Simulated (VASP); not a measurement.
# TePb (Fm-3m) in VASP: further runs

TePb is run at these levels: LDA; tasks: single point, relaxation of cell and atoms.

All numbers are computed with VASP 6.6.1; they aren't measurements. Logs are shortened: lines on timing, memory, paths and dates and some standing lists are left out, and cuts for length are marked.

## (1) The cell of the first run

The structure is cubic, space group Fm-3m (No. 225). Conventional cell: a = 6.340 Å, b = 6.340 Å, c = 6.340 Å, α = 90.00°, β = 90.00°, γ = 90.00°. Te (site symmetry m-3m) has 6 Pb at 3.17 Å within 4.2 Å. Pb (site symmetry m-3m) has 6 Te at 3.17 Å within 4.2 Å.

## (2) Single point, LDA

INCAR

```
PREC = Accurate
ENCUT = 520
EDIFF = 1E-7
ISMEAR = 0
SIGMA = 0.01
LREAL = False
LASPH = True
NELM = 100
ALGO = Normal
ISIF = 2
LWAVE = False
LCHARG = False
NBANDS = 17
```

KPOINTS

```
Automatic mesh
0
Gamma
  6 6 6
```

POSCAR

```
TePb
1.0
    0.0000000000      3.1702394901      3.1702394901
    3.1702394901      0.0000000000      3.1702394901
    3.1702394901      3.1702394901      0.0000000000
Te Pb
1 1
Direct
    0.5000000000      0.5000000000      0.5000000000
    0.0000000000      0.0000000000      0.0000000000
```

Potentials or basis: VASP PAW LDA potentials, release 64 (Te, Pb_d).

Command:

```console
$ cat potpaw_LDA.64/Te/POTCAR potpaw_LDA.64/Pb_d/POTCAR > POTCAR
$ mpirun -np 1 vasp_std > vasp.out
```

OUTCAR:

```text
PREC = Accurate
   ENCUT = 520
   EDIFF = 1E-7
   ISMEAR = 0
   LREAL = False
   LASPH = True
   NELM = 100
   ISIF = 2

 ion  position               nearest neighbor table
   1  0.500  0.500  0.500-   2 3.17   2 3.17   2 3.17   2 3.17   2 3.17   2 3.17
   2  0.000  0.000  0.000-   1 3.17   1 3.17   1 3.17   1 3.17   1 3.17   1 3.17

  LATTYP: Found a face centered cubic cell.
 ALAT       =     6.3404789802

  Lattice vectors:

 A1 = (   0.0000000000,   3.1702394901,   3.1702394901)
 A2 = (   3.1702394901,   0.0000000000,   3.1702394901)
 A3 = (   3.1702394901,   3.1702394901,   0.0000000000)

Analysis of symmetry for initial positions (statically):
=====================================================================
 Subroutine PRICEL returns:
 Original cell was already a primitive cell.

 Routine SETGRP: Setting up the symmetry group for a
 face centered cubic supercell.

 Subroutine GETGRP returns: Found 48 space group operations
 (whereof 48 operations were pure point group operations)
 out of a pool of 48 trial point group operations.

The static configuration has the point symmetry O_h .

Analysis of symmetry for dynamics (positions and initial velocities):
=====================================================================
 Subroutine PRICEL returns:
 Original cell was already a primitive cell.

 Routine SETGRP: Setting up the symmetry group for a
 face centered cubic supercell.

 Subroutine GETGRP returns: Found 48 space group operations
 (whereof 48 operations were pure point group operations)
 out of a pool of 48 trial point group operations.

The dynamic configuration has the point symmetry O_h .

 Subroutine INISYM returns: Found 48 space group operations
 (whereof 48 operations are pure point group operations),
 and found     1 'primitive' translations

----------------------------------------------------------------------------------------

                                     Primitive cell

  volume of cell :      63.7245

  direct lattice vectors                    reciprocal lattice vectors
     0.000000000  3.170239490  3.170239490    -0.157716791  0.157716791  0.157716791
     3.170239490  0.000000000  3.170239490     0.157716791 -0.157716791  0.157716791
     3.170239490  3.170239490  0.000000000     0.157716791  0.157716791 -0.157716791

  length of vectors
     4.483395683  4.483395683  4.483395683     0.273173496  0.273173496  0.273173496

  position of ions in fractional coordinates (direct lattice)
     0.500000000  0.500000000  0.500000000
     0.000000000  0.000000000  0.000000000

  ion indices of the primitive-cell ions
   primitive index   ion index
                 1           1
                 2           2

----------------------------------------------------------------------------------------

 KPOINTS: Automatic mesh

Automatic generation of k-mesh.
 Grid dimensions read from file:
 generate k-points for:    6    6    6

 Generating k-lattice:

  Cartesian coordinates                     Fractional coordinates (reciprocal lattice)
    -0.026286132  0.026286132  0.026286132     0.166666667  0.000000000  0.000000000
     0.026286132 -0.026286132  0.026286132     0.000000000  0.166666667  0.000000000
     0.026286132  0.026286132 -0.026286132     0.000000000  0.000000000  0.166666667

  Length of vectors
     0.045528916  0.045528916  0.045528916

  Shift w.r.t. Gamma in fractional coordinates (k-lattice)
     0.000000000  0.000000000  0.000000000

 Subroutine IBZKPT returns following result:
 ===========================================

 Found     16 irreducible k-points:

 Following reciprocal coordinates:
            Coordinates               Weight
  0.000000  0.000000  0.000000      1.000000
  0.166667  0.000000  0.000000      8.000000
  0.333333  0.000000  0.000000      8.000000
  0.500000  0.000000  0.000000      4.000000
  0.166667  0.166667  0.000000      6.000000
  0.333333  0.166667  0.000000     24.000000
[... 8 lines left out ...]
 -0.333333  0.333333  0.166667     24.000000
 -0.333333  0.500000  0.166667     12.000000
   k-points           NKPTS =     16   k-points in BZ     NKDIM =     16   number of bands    NBANDS=     17
   number of dos      NEDOS =    301   number of ions     NIONS =      2
   total plane-waves  NPLWV =  46656
   dimension x,y,z NGX =    36 NGY =   36 NGZ =   36
   dimension x,y,z NGXF=    72 NGYF=   72 NGZF=   72
   ions per type =               1   1
   NGX,Y,Z   is equivalent  to a cutoff of  13.35, 13.35, 13.35 a.u.
   NGXF,Y,Z  is equivalent  to a cutoff of  26.70, 26.70, 26.70 a.u.
 SYSTEM =  unknown system
   PREC   = accura    normal or accurate (medium, high low for compatibility)
   ISTART =      0    job   : 0-new  1-cont  2-samecut
   ICHARG =      2    charge: 1-file 2-atom 10-const
   ISPIN  =      1    spin polarized calculation?
   LNONCOLLINEAR =      F non collinear calculations
   LSORBIT =      F    spin-orbit coupling
   LASPH  =      T    aspherical Exc in radial PAW
   ENCUT  =  520.0 eV  38.22 Ry    6.18 a.u.   8.34  8.34  8.34*2*pi/ulx,y,z
   NELM   =    100;   NELMIN=  2; NELMDL= -5     # of ELM steps
   EDIFF  = 0.1E-06   stopping-criterion for ELM
   LREAL  =      F    real-space projection
   EDIFFG = 0.1E-05   stopping-criterion for IOM
   NSW    =      0    number of steps for IOM
   IBRION =     -1    ionic relax: 0-MD 1-quasi-New 2-CG
   NFREE  =      0    steps in history (QN), initial steepest desc. (CG)
   ISIF   =      2    stress and relaxation
   ISYM   =      2    0-nonsym 1-usesym 2-fastsym
   POTIM  = 0.5000    time-step for ionic-motion
   TEBEG  =    0.0;   TEEND  =   0.0 temperature during run
   PSTRESS=    0.0 pullay stress
   NELECT =      20.0000    total number of electrons
   NUPDOWN=      -1.0000    fix difference up-down
   EMIN   =  10.00;   EMAX   =-10.00  energy-range for DOS
   EFERMI =   0.00;   METHOD = LEGACY
   ISMEAR =     0;   SIGMA  =   0.01  broadening in eV -4-tet -1-fermi 0-gaus
   EFERMI_NEDOS =   21; number of points for ismear=-14 and -15
   IALGO  =     38    algorithm
   IMIX   =      4    mixing-type and parameters
     AMIX     =   0.40;   BMIX     =  1.00
     AMIX_MAG =   1.60;   BMIX_MAG =  1.00
  volume/ion in A,a.u.               =      31.86       215.02
  Fermi-wavevector in a.u.,A,eV,Ry     =   1.112541  2.102398 16.840582  1.237748
  Thomas-Fermi vector in A             =   2.249116
   LORBIT       =      0    0 simple, 1 ext, 2 COOP (PROOUT), +10 PAW based schemes
   GGA     = CA    functional components
   LHFCALC =     F    Hartree Fock is set to
   AEXX    =    0.0000 exact exchange contribution
   IVDW    =     0    specifies the selected vdW correction
   LEPSILON=     F    determine dielectric tensor
   LRPA    =     F    only Hartree local field effects (RPA)
 non-spin polarized calculation
 Gauss-broadening in eV      SIGMA  =   0.01
  energy-cutoff  :      520.00
  volume of cell :       63.72
 maximum number of plane-waves:      1736
 NGX is ok and might be reduce to    36
   NGX = 17   NGY = 17   NGZ = 17

 number of electron      19.9999998 magnetization

 Free energy of the ion-electron system (eV)
  ---------------------------------------------------
  ext. energy  EPLUGINS =         0.00000000
  ---------------------------------------------------
  free energy    TOTEN  =        -8.77090243 eV

  energy without entropy =       -8.77090243  energy(sigma->0) =       -8.77090243

 E-fermi :   6.2465     XC(G=0):  -9.8265

 val. band max:        6.1951270793   @ k =   0.5000   0.0000   0.0000
 cond. band min:       6.7048230451   @ k =   0.5000   0.0000   0.0000
 fundamental gap:      0.5096959658
 Fermi energy:         6.2464982804

 k-point     1 :       0.0000    0.0000    0.0000
  band No.  band energies     occupation
      1     -10.6014      2.00000
      2     -10.6014      2.00000
      3     -10.5827      2.00000
      4     -10.5827      2.00000
      5     -10.5827      2.00000
      6      -6.3657      2.00000
[... 9 lines left out ...]
     16      11.8284      0.00000
     17      13.2374      0.00000

 k-point     2 :       0.1667    0.0000    0.0000
  band No.  band energies     occupation
      1     -10.6058      2.00000
      2     -10.6058      2.00000
      3     -10.5821      2.00000
      4     -10.5780      2.00000
      5     -10.5780      2.00000
      6      -6.1095      2.00000
[... 9 lines left out ...]
     16      12.3557      0.00000
     17      15.0879      0.00000

 k-point     3 :       0.3333    0.0000    0.0000
  band No.  band energies     occupation
      1     -10.6159      2.00000
      2     -10.6159      2.00000
      3     -10.5810      2.00000
      4     -10.5667      2.00000
      5     -10.5667      2.00000
      6      -5.4021      2.00000
[... 9 lines left out ...]
     16      13.7565      0.00000
     17      17.3920      0.00000

 k-point     4 :       0.5000    0.0000    0.0000
  band No.  band energies     occupation
      1     -10.6213      2.00000
      2     -10.6213      2.00000
      3     -10.5807      2.00000
      4     -10.5609      2.00000
      5     -10.5609      2.00000
      6      -4.7742      2.00000
[... 9 lines left out ...]
     16      15.3755      0.00000
     17      15.4889      0.00000
[... 183 lines left out ...]
      1     -10.6476      2.00000
      2     -10.6041      2.00000
      3     -10.5830      2.00000
      4     -10.5634      2.00000
      5     -10.5584      2.00000
      6      -4.8664      2.00000
[... 9 lines left out ...]
     16      15.1920      0.00000
     17      15.7897      0.00000

 k-point    15 :      -0.3333    0.3333    0.1667
  band No.  band energies     occupation
      1     -10.6521      2.00000
      2     -10.6082      2.00000
      3     -10.5741      2.00000
      4     -10.5708      2.00000
      5     -10.5536      2.00000
      6      -4.4189      2.00000
[... 9 lines left out ...]
     16      16.4285      0.00000
     17      16.6270      0.00000

 k-point    16 :      -0.3333    0.5000    0.1667
  band No.  band energies     occupation
      1     -10.6702      2.00000
      2     -10.5989      2.00000
      3     -10.5850      2.00000
      4     -10.5615      2.00000
      5     -10.5491      2.00000
      6      -4.3346      2.00000
[... 9 lines left out ...]
     16      17.0810      0.00000
     17      17.7135      0.00000

------------------------ aborting loop because EDIFF is reached ----------------------------------------

  FORCE on cell =-STRESS in cart. coord.  units (eV):
  Direction    XX          YY          ZZ          XY          YZ          ZX
  --------------------------------------------------------------------------------------
  -------------------------------------------------------------------------------------
  Total        0.4248468      0.4248468      0.4248468      0.0000000      0.0000000     -0.0000000
  in kB       10.6816108     10.6816108     10.6816108      0.0000000      0.0000000     -0.0000000
  external PRESSURE =      10.6816108 kB  Pullay stress =       0.0000000 kB

 VOLUME and BASIS-vectors are now :
 -----------------------------------------------------------------------------
  energy-cutoff  :      520.00
  volume of cell :       63.72
      direct lattice vectors                 reciprocal lattice vectors
     0.000000000  3.170239490  3.170239490    -0.157716791  0.157716791  0.157716791
     3.170239490  0.000000000  3.170239490     0.157716791 -0.157716791  0.157716791
     3.170239490  3.170239490  0.000000000     0.157716791  0.157716791 -0.157716791

 POSITION                                       TOTAL-FORCE (eV/Angst)
 -----------------------------------------------------------------------------------
      3.17024      3.17024      3.17024        -0.000000     -0.000000     -0.000000
      0.00000      0.00000      0.00000         0.000000      0.000000      0.000000
 -----------------------------------------------------------------------------------
    total drift:                               -0.000000      0.000000      0.000000

  FREE ENERGIE OF THE ION-ELECTRON SYSTEM (eV)
  ---------------------------------------------------
  free  energy   TOTEN  =        -8.7709024317 eV

  energy  without entropy=       -8.7709024317  energy(sigma->0) =       -8.77090243
```

It took 12 s on 1 thread of Intel Xeon 6975P-C (Granite Rapids), shared host; peak memory 0.16 GiB.

What came out:

```
Free energy            : -8.7709 eV
Pressure               : 1.1 GPa
Band gap on the k mesh : 0.51 eV, direct
```

Caveat: spin-orbit coupling is left out, which moves the levels of the heavy elements. A k mesh can miss the band edges.

## (3) Relaxation of cell and atoms, LDA, target pressure 1 GPa, at which the enthalpy is minimised

This run uses another cell than the first one, of 32.49 Å³/atom, 1.020 times its volume.

INCAR

```
  PREC = Accurate
  ENCUT = 600
  EDIFF = 1E-7
  ISMEAR = 0
  SIGMA = 0.01
  LREAL = F
  LASPH = T
  NELM = 60
  ALGO = Normal
  ISIF = 3
  LWAVE = F
  LCHARG = F
  GGA = CA
  IBRION = 2
  NSW = 100
  EDIFFG = -0.002
  PSTRESS = 10.0
```

KPOINTS is that of step 2.

POSCAR

```
TePb
1.0
    0.0000000000      3.1908987395      3.1908987395
    3.1908987395      0.0000000000      3.1908987395
    3.1908987395      3.1908987395      0.0000000000
Te Pb
1 1
Direct
    0.5000000000      0.5000000000      0.5000000000
    0.0000000000      0.0000000000      0.0000000000
```

Potentials or basis: VASP PAW LDA potentials, release 64 (Te, Pb_d).

Command:

```console
$ cat potpaw_LDA.64/Te/POTCAR potpaw_LDA.64/Pb_d/POTCAR > POTCAR
$ mpirun -np 1 vasp_std > vasp.out
```

Wall time 18 s (1 thread of Intel Xeon 6975P-C (Granite Rapids), shared host); peak memory 0.17 GiB.

Results (log left out):

| Item | Value |
| --- | --- |
| Free energy | -8.7719 eV |
| Relaxed volume | 31.93 Å³/atom |
| Relaxed cell | a = 4.486 Å, b = 4.486 Å, c = 4.486 Å, α = 60.00°, β = 60.00°, γ = 60.00° |
| Space group after relaxing (to 0.05 Å) | Fm-3m (No. 225) |
| Energy change on relaxing (the enthalpy is what falls) | +1.9 meV/atom |
| Ionic steps | 3 |
| Pressure after relaxing | 1.0 GPa |
| Band gap on the k mesh | 0.51 eV, direct |

The path:
```csv
step,energy change (eV),largest force (eV/Å),pressure (GPa),volume (Å³)
1,0.0000,0.0000,0.09,64.98
2,0.0085,0.0000,1.52,63.26
3,0.0038,0.0000,0.99,63.86
```

Final structure:
```cif
data_structure
_symmetry_space_group_name_H-M 'P 1'
_symmetry_Int_Tables_number 1
_cell_length_a 4.4865
_cell_length_b 4.4865
_cell_length_c 4.4865
_cell_angle_alpha 60.000
_cell_angle_beta 60.000
_cell_angle_gamma 60.000
_cell_volume 63.86
loop_
_atom_site_label
_atom_site_type_symbol
_atom_site_fract_x
_atom_site_fract_y
_atom_site_fract_z
_atom_site_occupancy
Te1 Te 0.50000 0.50000 0.50000 1
Pb1 Pb 0.00000 0.00000 0.00000 1
```

Levels at points of the mesh, in eV from the valence-band top:
```
           k point  band 8  band 9  band 10  band 11  band 12  band 13
(0.00, 0.00, 0.00)   -1.57   -1.57    -1.57     4.03     4.03     4.03
(0.50, 0.00, 0.00)   -1.06   -1.06     0.00     0.51     1.05     1.05
(0.50, 0.50, 0.00)   -4.98   -3.15    -3.15     3.00     5.57     5.57
```

Caveat: the cell is relaxed towards a set pressure, so the enthalpy falls and the energy may rise; spin-orbit coupling is left out, which moves the levels of the heavy elements. A k mesh can miss the band edges.

## (4) Relaxation of cell and atoms, LDA, target pressure 2 GPa, at which the enthalpy is minimised

This run uses another cell than the first one, of 32.49 Å³/atom, 1.020 times its volume.

INCAR

```
ALGO     = Normal         # electronic algorithm
EDIFF    = 1E-6           # SCF threshold, eV
EDIFFG   = -0.002         # ionic threshold
ENCUT    = 600            # plane-wave cutoff, eV
IBRION   = 2              # ionic algorithm
ISIF     = 3              # what is computed and relaxed
ISMEAR   = 0              # smearing method
LASPH    = T              # aspherical terms in the spheres
LCHARG   = F              # write CHGCAR
LREAL    = F              # projectors in reciprocal space
LWAVE    = F              # write WAVECAR
NELM     = 60             # most SCF steps
NSW      = 100            # ionic steps
PREC     = Accurate       # precision mode
PSTRESS  = 20.0         
SIGMA    = 0.01           # smearing width, eV
```

KPOINTS

```
k-points
0
Gamma
  6 6 6
```

POSCAR is that of step 3.

Command:

```console
$ cat potpaw_LDA.64/Te/POTCAR potpaw_LDA.64/Pb_d/POTCAR > POTCAR
$ mpirun -np 1 vasp_std > vasp.out
```

Wall time 27 s (1 thread of Intel Xeon 6975P-C (Granite Rapids), shared host); peak memory 0.18 GiB.

The run converged. Its results:

| Quantity | Value |
| --- | --- |
| Free energy | -8.7618 eV |
| Relaxed volume | 31.38 Å³/atom |
| Relaxed cell | a = 4.461 Å, b = 4.461 Å, c = 4.461 Å, α = 60.00°, β = 60.00°, γ = 60.00° |
| Space group after relaxing (to 0.05 Å) | Fm-3m (No. 225) |
| Energy change on relaxing (the enthalpy is what falls) | +7.0 meV/atom |
| Ionic steps | 6 |
| Pressure after relaxing | 2.0 GPa |
| Band gap on the k mesh | 0.47 eV, direct |

The path:
```tsv
step	energy change (eV)	largest force (eV/Å)	pressure (GPa)	volume (Å³)
1	0.0000	0.0000	0.09	64.98
2	0.0361	0.0000	3.30	61.40
3	0.0143	0.0000	1.98	62.73
4	0.0148	0.0000	2.01	62.68
5	0.0146	0.0000	2.03	62.70
6	0.0139	0.0000	1.99	62.76
```

Final structure:
```
Te Pb
1.0
     0.00000    3.15409    3.15409
     3.15409    0.00000    3.15409
     3.15409    3.15409    0.00000
Te Pb
1 1
Direct
  0.50000 0.50000 0.50000
  0.00000 0.00000 0.00000
```

Levels at points of the mesh, in eV from the valence-band top:
```tsv
k point	band 7	band 8	band 9	band 10	band 11	band 12	band 13	band 14
(0.00, 0.00, 0.00)	-5.51	-1.65	-1.65	-1.65	4.04	4.04	4.04	5.59
(0.50, 0.00, 0.00)	-9.07	-1.12	-1.12	0.00	0.47	0.99	0.99	8.36
(0.50, 0.50, 0.00)	-7.50	-5.13	-3.27	-3.27	2.91	5.63	5.63	7.01
```

Caveat: the cell is relaxed towards a set pressure, so the enthalpy falls and the energy may rise; spin-orbit coupling is left out, which moves the levels of the heavy elements. A k mesh can miss the band edges.

## (5) Relaxation of cell and atoms, LDA, target pressure 4 GPa, at which the enthalpy is minimised

This run uses another cell than the first one, of 32.49 Å³/atom, 1.020 times its volume.

INCAR

```
PREC = Accurate
ENCUT = 600
EDIFF = 1E-7
ISMEAR = 0
SIGMA = 0.01
LREAL = F
LASPH = T
NELM = 60
ALGO = Normal
ISIF = 3
LWAVE = F
LCHARG = F
IBRION = 2
NSW = 100
EDIFFG = -0.002
PSTRESS = 40.0
```

KPOINTS

```
regular mesh
0
Gamma
  6 6 6
```

POSCAR is that of step 4.

Command:

```console
$ cat potpaw_LDA.64/Te/POTCAR potpaw_LDA.64/Pb_d/POTCAR > POTCAR
$ mpirun -np 1 vasp_std > vasp.out
```

Run time: 41 s. Hardware: 1 thread of Intel Xeon 6975P-C (Granite Rapids), shared host; peak memory 0.17 GiB.

It converged, with:

| Item | Value |
| --- | --- |
| Free energy | -8.7247 eV |
| Relaxed volume | 30.37 Å³/atom |
| Relaxed cell | a = 4.412 Å, b = 4.412 Å, c = 4.412 Å, α = 60.00°, β = 60.00°, γ = 60.00° |
| Space group after relaxing (to 0.05 Å) | Fm-3m (No. 225) |
| Energy change on relaxing (the enthalpy is what falls) | +25.5 meV/atom |
| Ionic steps | 6 |
| Pressure after relaxing | 4.0 GPa |
| Band gap on the k mesh | 0.39 eV, direct |

Step by step:
| step | energy change (eV) | largest force (eV/Å) | pressure (GPa) | volume (Å³) |
| --- | --- | --- | --- | --- |
| 1 | 0.0000 | 0.0000 | 0.09 | 64.98 |
| 2 | 0.1569 | 0.0000 | 7.69 | 57.80 |
| 3 | 0.0504 | 0.0000 | 3.97 | 60.77 |
| 4 | 0.0525 | 0.0000 | 4.07 | 60.69 |
| 5 | 0.0499 | 0.0000 | 3.95 | 60.79 |
| 6 | 0.0511 | 0.0000 | 4.00 | 60.74 |

Final structure:
```cif
data_structure
_symmetry_space_group_name_H-M 'P 1'
_symmetry_Int_Tables_number 1
_cell_length_a 4.4123
_cell_length_b 4.4123
_cell_length_c 4.4123
_cell_angle_alpha 60.000
_cell_angle_beta 60.000
_cell_angle_gamma 60.000
_cell_volume 60.74
loop_
_atom_site_label
_atom_site_type_symbol
_atom_site_fract_x
_atom_site_fract_y
_atom_site_fract_z
_atom_site_occupancy
Te1 Te 0.50000 0.50000 0.50000 1
Pb1 Pb 0.00000 0.00000 0.00000 1
```

Levels at points of the mesh, in eV from the valence-band top:
| k point | band 6 | band 7 | band 8 | band 9 | band 10 | band 11 | band 12 | band 13 | band 14 |
| --- | --- | --- | --- | --- | --- | --- | --- | --- | --- |
| (0.00, 0.00, 0.00) | -13.03 | -5.43 | -1.80 | -1.80 | -1.80 | 4.05 | 4.05 | 4.05 | 5.49 |
| (0.50, 0.00, 0.00) | -11.29 | -9.30 | -1.24 | -1.24 | 0.00 | 0.39 | 0.88 | 0.88 | 8.39 |
| (0.50, 0.50, 0.00) | -10.92 | -7.58 | -5.43 | -3.49 | -3.49 | 2.74 | 5.73 | 5.73 | 7.19 |

Caveat: the cell is relaxed towards a set pressure, so the enthalpy falls and the energy may rise; spin-orbit coupling is left out, which moves the levels of the heavy elements. LDA usually gives volumes a few per cent too small.

(Part 1 of 2 ends here.)
